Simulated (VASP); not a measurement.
# W (P6_3/mmc) in VASP: further runs, part 2 of 2

VASP 6.6.1. Earlier steps stand in the parts before.

**3. Relaxation of cell and atoms, PBE**

This run uses another cell than the first one, of 16.49 Å³/atom.

Contents of INCAR:

```
ALGO = Normal
EDIFF = 1E-6
EDIFFG = -0.04
ENCUT = 600
GGA = PE
IBRION = 2
ISIF = 3
ISMEAR = 0
LASPH = T
LCHARG = F
LREAL = F
LWAVE = F
NELM = 60
NSW = 90
PREC = Accurate
SIGMA = 0.1
```

Contents of KPOINTS:

```
k-points
0
Gamma
  6 6 2
```

Contents of POSCAR:

```
W
1.0
    2.9662751619      0.0000000000      0.0000000000
   -1.4831375810      2.5688696448      0.0000000000
    0.0000000000      0.0000000000     12.9863988785
W
6
Direct
    0.0000000000      0.0000000000      0.7500000000
    0.3333333333      0.6666666667      0.9172827694
    0.6666666667      0.3333333333      0.0827172306
    0.0000000000      0.0000000000      0.2500000000
    0.6666666667      0.3333333333      0.4172827694
    0.3333333333      0.6666666667      0.5827172306
```

Potentials or basis: VASP PAW PBE potentials, release 64 (W_sv).

The run is started by

```
$ cat potpaw_PBE.64/W_sv/POTCAR > POTCAR
$ mpirun -np 1 vasp_std > vasp.out
```

OUTCAR:

```text
EDIFF = 1E-6
   EDIFFG = -0.04
   ENCUT = 600
   GGA = PE
   IBRION = 2
   ISIF = 3
   ISMEAR = 0
   LASPH = T
   LREAL = F
   NELM = 60
   NSW = 90
   PREC = Accurate

 ion  position               nearest neighbor table
   1  0.000  0.000  0.750-   2 2.77   6 2.77   2 2.77   6 2.77   2 2.77   6 2.77
   2  0.333  0.667  0.917-   3 2.75   3 2.75   3 2.75   1 2.77   1 2.77   1 2.77
   3  0.667  0.333  0.083-   2 2.75   2 2.75   2 2.75   4 2.77   4 2.77   4 2.77
   4  0.000  0.000  0.250-   3 2.77   5 2.77   3 2.77   5 2.77   3 2.77   5 2.77
   5  0.667  0.333  0.417-   6 2.75   6 2.75   6 2.75   4 2.77   4 2.77   4 2.77
   6  0.333  0.667  0.583-   5 2.75   5 2.75   5 2.75   1 2.77   1 2.77   1 2.77

  LATTYP: Found a hexagonal cell.
 ALAT       =     2.9662751619
 C/A-ratio  =     4.3780155817

  Lattice vectors:

 A1 = (   2.9662751619,   0.0000000000,   0.0000000000)
 A2 = (  -1.4831375810,   2.5688696448,   0.0000000000)
 A3 = (   0.0000000000,   0.0000000000,  12.9863988785)

Analysis of symmetry for initial positions (statically):
=====================================================================
 Subroutine PRICEL returns:
 Original cell was already a primitive cell.

 Routine SETGRP: Setting up the symmetry group for a
 hexagonal supercell.

[... 158 lines left out ...]

 number of electron      84.0000003 magnetization

 Free energy of the ion-electron system (eV)
  ---------------------------------------------------
  ext. energy  EPLUGINS =         0.00000000
  ---------------------------------------------------
  free energy    TOTEN  =       -74.67980278 eV

  energy without entropy =      -74.66381013  energy(sigma->0) =      -74.67180646

------------------------ aborting loop because EDIFF is reached ----------------------------------------

  FORCE on cell =-STRESS in cart. coord.  units (eV):
  Direction    XX          YY          ZZ          XY          YZ          ZX
  --------------------------------------------------------------------------------------
  -------------------------------------------------------------------------------------
  Total        0.5502439      0.5502439      1.4830018     -0.0000000      0.0000000      0.0000000
  in kB        8.9088903      8.9088903     24.0109876     -0.0000000      0.0000000      0.0000000
  external PRESSURE =      13.9429228 kB  Pullay stress =       0.0000000 kB
[... 147 lines left out ...]
--------------------------------------- Ionic step        5  -------------------------------------------

 number of electron      84.0000008 magnetization

 Free energy of the ion-electron system (eV)
  ---------------------------------------------------
  ext. energy  EPLUGINS =         0.00000000
  ---------------------------------------------------
  free energy    TOTEN  =       -74.68487810 eV

  energy without entropy =      -74.66895000  energy(sigma->0) =      -74.67691405

 E-fermi :  10.5130     XC(G=0): -13.3714

 val. band max:       10.5040597590   @ k =   0.3333   0.0000   0.5000
 cond. band min:      10.6488270155   @ k =   0.5000   0.0000   0.0000
 fundamental gap:      0.1447672564
 Fermi energy:        10.5130348203

 k-point     1 :       0.0000    0.0000    0.0000
  band No.  band energies     occupation
      1     -63.2957      2.00000
      2     -63.2711      2.00000
      3     -63.2374      2.00000
      4     -63.1838      2.00000
      5     -63.1617      2.00000
      6     -63.1327      2.00000
[... 764 lines left out ...]
  FREE ENERGIE OF THE ION-ELECTRON SYSTEM (eV)
  ---------------------------------------------------
  free  energy   TOTEN  =       -74.6848780980 eV

  energy  without entropy=      -74.6689500027  energy(sigma->0) =      -74.67691405

 reached required accuracy - stopping structural energy minimisation
```

CONTCAR:

```text
W
   1.00000000000000
     2.9655997410798856    0.0000000000000135    0.0000000000000000
    -1.4827998705899195    2.5682847132115429   -0.0000000000000000
    -0.0000000000000000    0.0000000000000000   13.0416916206668336
  W
     6
Direct
     1.0000000000000000    0.0000000000000000    0.7500000000000000
     0.3333333332999970    0.6666666667000030    0.9178545979157315
     0.6666666667000030    0.3333333332999970    0.0821454020842684
     1.0000000000000000    0.0000000000000000    0.2500000000000000
     0.6666666667000030    0.3333333332999970    0.4178545979157316
     0.3333333332999970    0.6666666667000030    0.5821454020842685

  0.00000000E+00  0.00000000E+00  0.00000000E+00
  0.00000000E+00  0.00000000E+00  0.00000000E+00
  0.00000000E+00  0.00000000E+00  0.00000000E+00
  0.00000000E+00  0.00000000E+00  0.00000000E+00
  0.00000000E+00  0.00000000E+00  0.00000000E+00
  0.00000000E+00  0.00000000E+00  0.00000000E+00
```

Run time: 4.8 min. Hardware: 1 thread of Intel Xeon 8259CL, shared host; peak memory 0.27 GiB.

Results:

```
Free energy                           : -74.6849 eV
Relaxed volume                        : 16.56 Å³/atom
Relaxed cell                          : a = 2.966 Å, b = 2.966 Å, c = 13.042 Å, α = 90.00°, β = 90.00°, γ = 120.00°
Space group after relaxing (to 0.1 Å) : P6_3/mmc (No. 194)
Energy gained by relaxing             : 0.8 meV/atom
Ionic steps                           : 5
Pressure after relaxing               : 0.1 GPa
Largest force after relaxing          : 0.005 eV/Å
Band gap on the k mesh                : zero (bands 42 and 43 overlap by 0.88 eV)
```

Forces in eV/Å, atoms in the order of the input:
```
W    0.000  0.000  0.000
W    0.000  0.000  0.005
W    0.000  0.000 -0.005
W    0.000  0.000  0.000
W    0.000  0.000  0.005
W    0.000  0.000 -0.005
```

Stress tensor (GPa, compression positive):
```
 0.28  0.00  0.00
 0.00  0.28  0.00
 0.00  0.00 -0.11
```

Step by step:
```csv
step,energy change (eV),largest force (eV/Å),pressure (GPa),volume (Å³)
1,0.0000,0.1480,1.39,98.96
2,0.0208,0.0292,-4.62,101.02
3,-0.0037,0.1112,-0.39,99.53
4,-0.0037,0.1121,-0.33,99.51
5,-0.0051,0.0050,0.15,99.33
```

Final structure:
```
W
1.0
     2.96560    0.00000    0.00000
    -1.48280    2.56828    0.00000
     0.00000    0.00000   13.04169
W
6
Direct
  0.00000 0.00000 0.75000
  0.33333 0.66667 0.91785
  0.66667 0.33333 0.08215
  0.00000 0.00000 0.25000
  0.66667 0.33333 0.41785
  0.33333 0.66667 0.58215
```

Caveat: the k points lie up to 0.41 Å⁻¹ apart in the final cell, too coarse for converged energies and pressures of a metal; spin-orbit coupling is left out, which moves the levels of the heavy elements.

The gap in the log of VASP goes by the Fermi energy; the results here count the filled bands.